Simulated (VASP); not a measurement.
# NaI in VASP: settings compared

The runs below take NaI through single point, with PBE, r2SCAN, HSE06.

All numbers are computed with VASP 6.6.1; they aren't measurements. Logs are shortened: lines on timing, memory, paths and dates and some standing lists are left out, and cuts for length are marked.

**1. The cell of the first run**

It takes space group Pm-3m (No. 221, cubic). Conventional cell: a = 4.142 Å, b = 4.142 Å, c = 4.142 Å, α = 90.00°, β = 90.00°, γ = 90.00°. Na (site symmetry m-3m) has 8 I at 3.59 Å and 6 Na at 4.14 Å within 4.7 Å. I (site symmetry m-3m) has 8 Na at 3.59 Å and 6 I at 4.14 Å within 4.7 Å.

**2. Single point, PBE (strain +2.5%)**

INCAR

```
PREC = Accurate
ENCUT = 520
EDIFF = 1E-6
ISMEAR = -1
SIGMA = 0.02
LREAL = F
LASPH = T
NELM = 60
ALGO = Normal
ISIF = 2
LWAVE = F
LCHARG = T
GGA = PE
LELF = T
LVHAR = T
NBANDS = 14
```

KPOINTS

```
regular mesh
0
Gamma
  6 6 6
```

POSCAR

```
NaI
1.0
    4.1419541642      0.0000000000      0.0000000000
    0.0000000000      4.1419541642      0.0000000000
    0.0000000000      0.0000000000      4.1419541642
Na I
1 1
Direct
    0.0000000000      0.0000000000      0.0000000000
    0.5000000000      0.5000000000      0.5000000000
```

Potentials or basis: VASP PAW PBE potentials, release 64 (Na_pv, I).

Started as:

```sh
$ cat potpaw_PBE.64/Na_pv/POTCAR potpaw_PBE.64/I/POTCAR > POTCAR
$ mpirun -np 1 vasp_std > vasp.out
```

OUTCAR:

```text
PREC = Accurate
   ENCUT = 520
   EDIFF = 1E-6
   ISMEAR = -1
   LREAL = F
   LASPH = T
   NELM = 60
   ISIF = 2
   GGA = PE

 ion  position               nearest neighbor table
   1  0.000  0.000  0.000-
   2  0.500  0.500  0.500-

  LATTYP: Found a simple cubic cell.
 ALAT       =     4.1419541642

  Lattice vectors:

 A1 = (   4.1419541642,   0.0000000000,   0.0000000000)
 A2 = (   0.0000000000,   4.1419541642,   0.0000000000)
 A3 = (   0.0000000000,   0.0000000000,   4.1419541642)

Analysis of symmetry for initial positions (statically):
=====================================================================
 Subroutine PRICEL returns:
 Original cell was already a primitive cell.

 Routine SETGRP: Setting up the symmetry group for a
 simple cubic supercell.

 Subroutine GETGRP returns: Found 48 space group operations
 (whereof 48 operations were pure point group operations)
 out of a pool of 48 trial point group operations.

The static configuration has the point symmetry O_h .

Analysis of symmetry for dynamics (positions and initial velocities):
=====================================================================
 Subroutine PRICEL returns:
 Original cell was already a primitive cell.

 Routine SETGRP: Setting up the symmetry group for a
 simple cubic supercell.

 Subroutine GETGRP returns: Found 48 space group operations
 (whereof 48 operations were pure point group operations)
 out of a pool of 48 trial point group operations.

The dynamic configuration has the point symmetry O_h .

 Subroutine INISYM returns: Found 48 space group operations
 (whereof 48 operations are pure point group operations),
 and found     1 'primitive' translations

----------------------------------------------------------------------------------------

                                     Primitive cell

  volume of cell :      71.0585

  direct lattice vectors                    reciprocal lattice vectors
     4.141954164  0.000000000  0.000000000     0.241431933  0.000000000  0.000000000
     0.000000000  4.141954164  0.000000000     0.000000000  0.241431933  0.000000000
     0.000000000  0.000000000  4.141954164     0.000000000  0.000000000  0.241431933

  length of vectors
     4.141954164  4.141954164  4.141954164     0.241431933  0.241431933  0.241431933

  position of ions in fractional coordinates (direct lattice)
     0.000000000  0.000000000  0.000000000
     0.500000000  0.500000000  0.500000000

  ion indices of the primitive-cell ions
   primitive index   ion index
                 1           1
                 2           2

----------------------------------------------------------------------------------------

 KPOINTS: regular mesh

Automatic generation of k-mesh.
 Grid dimensions read from file:
 generate k-points for:    6    6    6

 Generating k-lattice:

  Cartesian coordinates                     Fractional coordinates (reciprocal lattice)
     0.040238655  0.000000000  0.000000000     0.166666667  0.000000000  0.000000000
     0.000000000  0.040238655  0.000000000     0.000000000  0.166666667  0.000000000
     0.000000000  0.000000000  0.040238655     0.000000000  0.000000000  0.166666667

  Length of vectors
     0.040238655  0.040238655  0.040238655

  Shift w.r.t. Gamma in fractional coordinates (k-lattice)
     0.000000000  0.000000000  0.000000000

 Subroutine IBZKPT returns following result:
 ===========================================

 Found     20 irreducible k-points:

 Following reciprocal coordinates:
            Coordinates               Weight
  0.000000  0.000000  0.000000      1.000000
  0.166667  0.000000  0.000000      6.000000
  0.333333  0.000000  0.000000      6.000000
  0.500000  0.000000  0.000000      3.000000
  0.166667  0.166667  0.000000     12.000000
  0.333333  0.166667  0.000000     24.000000
[... 12 lines left out ...]
  0.500000  0.500000  0.333333      6.000000
  0.500000  0.500000  0.500000      1.000000
   k-points           NKPTS =     20   k-points in BZ     NKDIM =     20   number of bands    NBANDS=     14
   number of dos      NEDOS =    301   number of ions     NIONS =      2
   total plane-waves  NPLWV =  32768
   dimension x,y,z NGX =    32 NGY =   32 NGZ =   32
   dimension x,y,z NGXF=    64 NGYF=   64 NGZF=   64
   ions per type =               1   1
   NGX,Y,Z   is equivalent  to a cutoff of  12.84, 12.84, 12.84 a.u.
   NGXF,Y,Z  is equivalent  to a cutoff of  25.69, 25.69, 25.69 a.u.
 SYSTEM =  unknown system
   PREC   = accura    normal or accurate (medium, high low for compatibility)
   ISTART =      0    job   : 0-new  1-cont  2-samecut
   ICHARG =      2    charge: 1-file 2-atom 10-const
   ISPIN  =      1    spin polarized calculation?
   LNONCOLLINEAR =      F non collinear calculations
   LSORBIT =      F    spin-orbit coupling
   LASPH  =      T    aspherical Exc in radial PAW
   ENCUT  =  520.0 eV  38.22 Ry    6.18 a.u.   7.70  7.70  7.70*2*pi/ulx,y,z
   NELM   =     60;   NELMIN=  2; NELMDL= -5     # of ELM steps
   EDIFF  = 0.1E-05   stopping-criterion for ELM
   LREAL  =      F    real-space projection
   EDIFFG = 0.1E-04   stopping-criterion for IOM
   NSW    =      0    number of steps for IOM
   IBRION =     -1    ionic relax: 0-MD 1-quasi-New 2-CG
   NFREE  =      0    steps in history (QN), initial steepest desc. (CG)
   ISIF   =      2    stress and relaxation
   ISYM   =      2    0-nonsym 1-usesym 2-fastsym
   POTIM  = 0.5000    time-step for ionic-motion
   TEBEG  =    0.0;   TEEND  =   0.0 temperature during run
   PSTRESS=    0.0 pullay stress
   NELECT =      14.0000    total number of electrons
   NUPDOWN=      -1.0000    fix difference up-down
   EMIN   =  10.00;   EMAX   =-10.00  energy-range for DOS
   EFERMI =   0.00;   METHOD = LEGACY
   ISMEAR =    -1;   SIGMA  =   0.02  broadening in eV -4-tet -1-fermi 0-gaus
   EFERMI_NEDOS =   21; number of points for ismear=-14 and -15
   IALGO  =     38    algorithm
   IMIX   =      4    mixing-type and parameters
     AMIX     =   0.40;   BMIX     =  1.00
     AMIX_MAG =   1.60;   BMIX_MAG =  1.00
  volume/ion in A,a.u.               =      35.53       239.76
  Fermi-wavevector in a.u.,A,eV,Ry     =   0.952604  1.800160 12.346656  0.907454
  Thomas-Fermi vector in A             =   2.081182
   LORBIT       =      0    0 simple, 1 ext, 2 COOP (PROOUT), +10 PAW based schemes
   GGA     = PE    functional components
   LHFCALC =     F    Hartree Fock is set to
   AEXX    =    0.0000 exact exchange contribution
   IVDW    =     0    specifies the selected vdW correction
   LEPSILON=     F    determine dielectric tensor
   LRPA    =     F    only Hartree local field effects (RPA)
 non-spin polarized calculation
  energy-cutoff  :      520.00
  volume of cell :       71.06
 maximum number of plane-waves:      1936
 NGX is ok and might be reduce to    32
   NGX = 15   NGY = 15   NGZ = 15

 number of electron      14.0000021 magnetization

 Free energy of the ion-electron system (eV)
  ---------------------------------------------------
  ext. energy  EPLUGINS =         0.00000000
  ---------------------------------------------------
  free energy    TOTEN  =        -5.06343163 eV

  energy without entropy =       -5.06343163  energy(sigma->0) =       -5.06343163

 E-fermi :   1.7799     XC(G=0):  -7.5761

 val. band max:        1.3673752158   @ k =   0.5000   0.5000   0.0000
 cond. band min:       3.5641685085   @ k =   0.0000   0.0000   0.0000
 fundamental gap:      2.1967932927
 Fermi energy:         1.7798848462

 k-point     1 :       0.0000    0.0000    0.0000
  band No.  band energies     occupation
      1     -22.3679      2.00000
      2     -22.3679      2.00000
      3     -22.3679      2.00000
      4     -10.1802      2.00000
      5       0.8030      2.00000
      6       0.8030      2.00000
      7       0.8030      2.00000
      8       3.5642      0.00000
      9       7.1064      0.00000
     10       7.1064      0.00000
     11      12.1553      0.00000
     12      12.1553      0.00000
     13      12.1553      0.00000
     14      13.0254      0.00000

 k-point     2 :       0.1667    0.0000    0.0000
  band No.  band energies     occupation
      1     -22.3694      2.00000
      2     -22.3678      2.00000
      3     -22.3678      2.00000
      4     -10.1173      2.00000
      5      -0.0169      2.00000
      6       0.8703      2.00000
      7       0.8703      2.00000
      8       4.2296      0.00000
      9       7.3214      0.00000
     10       7.7611      0.00000
     11      10.9168      0.00000
     12      10.9168      0.00000
     13      11.4297      0.00000
     14      13.1687      0.00000

 k-point     3 :       0.3333    0.0000    0.0000
  band No.  band energies     occupation
      1     -22.3723      2.00000
      2     -22.3675      2.00000
      3     -22.3675      2.00000
      4      -9.9842      2.00000
      5      -1.1039      2.00000
      6       1.0132      2.00000
      7       1.0132      2.00000
      8       5.2189      0.00000
      9       7.9298      0.00000
     10       8.0041      0.00000
     11       9.6740      0.00000
     12       9.6740      0.00000
     13      11.1751      0.00000
     14      12.0708      0.00000

 k-point     4 :       0.5000    0.0000    0.0000
  band No.  band energies     occupation
      1     -22.3738      2.00000
      2     -22.3674      2.00000
      3     -22.3674      2.00000
      4      -9.9135      2.00000
      5      -1.5350      2.00000
      6       1.0895      2.00000
      7       1.0895      2.00000
      8       5.9177      0.00000
      9       7.3238      0.00000
     10       8.5078      0.00000
     11       9.2083      0.00000
     12       9.2083      0.00000
     13      10.1366      0.00000
     14      14.0421      0.00000

 k-point     5 :       0.1667    0.1667    0.0000
  band No.  band energies     occupation
      1     -22.3693      2.00000
      2     -22.3692      2.00000
      3     -22.3677      2.00000
      4     -10.0562      2.00000
      5      -0.0517      2.00000
      6       0.2397      2.00000
      7       0.9372      2.00000
      8       4.8390      0.00000
      9       7.6121      0.00000
     10       8.1518      0.00000
     11       9.6215      0.00000
[... 208 lines left out ...]
 k-point    18 :       0.5000    0.3333    0.3333
  band No.  band energies     occupation
      1     -22.3726      2.00000
      2     -22.3711      2.00000
      3     -22.3710      2.00000
      4      -9.5779      2.00000
      5      -0.7440      2.00000
      6      -0.2710      2.00000
      7      -0.1649      2.00000
      8       5.3845      0.00000
      9       6.1107      0.00000
     10       6.7091      0.00000
     11       9.5228      0.00000
     12      11.5749      0.00000
     13      12.2266      0.00000
     14      13.4128      0.00000

 k-point    19 :       0.5000    0.5000    0.3333
  band No.  band energies     occupation
      1     -22.3724      2.00000
      2     -22.3724      2.00000
      3     -22.3709      2.00000
      4      -9.5190      2.00000
      5      -0.6026      2.00000
      6      -0.6026      2.00000
      7      -0.1009      2.00000
      8       5.1321      0.00000
      9       6.2191      0.00000
     10       6.2191      0.00000
     11       8.6812      0.00000
     12      12.1138      0.00000
     13      13.8135      0.00000
     14      13.8135      0.00000

 k-point    20 :       0.5000    0.5000    0.5000
  band No.  band energies     occupation
      1     -22.3723      2.00000
      2     -22.3723      2.00000
      3     -22.3723      2.00000
      4      -9.4607      2.00000
      5      -0.4787      2.00000
      6      -0.4787      2.00000
      7      -0.4787      2.00000
      8       5.6748      0.00000
      9       5.6748      0.00000
     10       5.6748      0.00000
     11       7.7018      0.00000
     12      14.3397      0.00000
     13      14.3397      0.00000
     14      14.3397      0.00000

------------------------ aborting loop because EDIFF is reached ----------------------------------------

  FORCE on cell =-STRESS in cart. coord.  units (eV):
  Direction    XX          YY          ZZ          XY          YZ          ZX
  --------------------------------------------------------------------------------------
  -------------------------------------------------------------------------------------
  Total       -0.3632256     -0.3632256     -0.3632256     -0.0000000     -0.0000000     -0.0000000
  in kB       -8.1897591     -8.1897591     -8.1897591     -0.0000000     -0.0000000     -0.0000000
  external PRESSURE =      -8.1897591 kB  Pullay stress =       0.0000000 kB

 VOLUME and BASIS-vectors are now :
 -----------------------------------------------------------------------------
  energy-cutoff  :      520.00
  volume of cell :       71.06
      direct lattice vectors                 reciprocal lattice vectors
     4.141954164  0.000000000  0.000000000     0.241431933  0.000000000  0.000000000
     0.000000000  4.141954164  0.000000000     0.000000000  0.241431933  0.000000000
     0.000000000  0.000000000  4.141954164     0.000000000  0.000000000  0.241431933

 POSITION                                       TOTAL-FORCE (eV/Angst)
 -----------------------------------------------------------------------------------
      0.00000      0.00000      0.00000         0.000000      0.000000      0.000000
      2.07098      2.07098      2.07098         0.000000      0.000000      0.000000
 -----------------------------------------------------------------------------------
    total drift:                                0.000000     -0.000000     -0.000000

  FREE ENERGIE OF THE ION-ELECTRON SYSTEM (eV)
  ---------------------------------------------------
  free  energy   TOTEN  =        -5.0634316282 eV

  energy  without entropy=       -5.0634316282  energy(sigma->0) =       -5.06343163
```

Wall time 17 s (1 thread of Intel Xeon Platinum 8259CL at 2.50GHz (Skylake/Cascade Lake), shared host); peak memory 0.18 GiB.

What came out:

- Free energy: -5.0634 eV
- Pressure: -0.8 GPa
- Band gap on the k mesh: 2.20 eV (least direct gap 2.76 eV)

Caveat: the cell differs from its parent crystal (strain +2.5%); spin-orbit coupling is left out, which moves the levels of the heavy elements.

[end of part 1 of 3]
